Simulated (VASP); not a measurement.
Wanted: the native input for a VASP 6.6.1 run.

```yaml
Task: single point
Functional: PBE
Potentials_or_basis: VASP PAW PBE potentials, release 64 (Ti_sv)
Cutoff: 520 eV
k_mesh: 22 × 22 × 22
Occupations: gaussian, width 0.15 eV
Spin: collinear spin
Starting_moments: "[0.5] μB"
Fixed_moment: 0.5 μB
Dipole_correction: no
Further_INCAR_settings: ALGO = Normal; EDIFF = 1e-06; NBANDS = 16
```

The structure of Ti lies in POSCAR:

```
Ti
1.0
   -1.5235541254      1.5235541254      1.5235541254
    1.5235541254     -1.5235541254      1.5235541254
    1.5235541254      1.5235541254     -1.5235541254
Ti
1
Direct
    0.0000000000      0.0000000000      0.0000000000
```

This isn't the form of Ti at room conditions, which is hcp.

These files were run (other wordings do the same):

INCAR

```
SYSTEM = Ti
  PREC = Accurate
  ENCUT = 520
  EDIFF = 1E-6
  ISMEAR = 0
  SIGMA = 0.15
  LREAL = .False.
  LASPH = .True.
  NELM = 150
  ALGO = Normal
  ISIF = 2
  LWAVE = .False.
  LCHARG = .False.
  ISPIN = 2
  MAGMOM = 0.5
  LORBIT = 11
  NUPDOWN = 0.5
  LMAXMIX = 4
  GGA = PE
  NBANDS = 16
```

KPOINTS

```
regular mesh
0
Gamma
  22 22 22
  0 0 0
```

Potentials or basis: VASP PAW PBE potentials, release 64 (Ti_sv).

Run with:

```sh
$ cat potpaw_PBE.64/Ti_sv/POTCAR > POTCAR
$ mpirun -np 1 vasp_std > vasp.out
```

It gave:

```
Pressure                                              : 29.7 GPa
Net moment                                            : 0.50 μB per cell
Site moments                                          : Ti +0.37 μB
Valence electrons inside the program's atomic spheres : Ti 10.55
```

Caveat: the cell stands under pressure; the total moment is fixed, so each spin has its own Fermi level and the state may be an excited one.

Run time: 110 s on 1 thread of Intel Xeon 8259CL (shared host), peak memory 0.22 GiB.
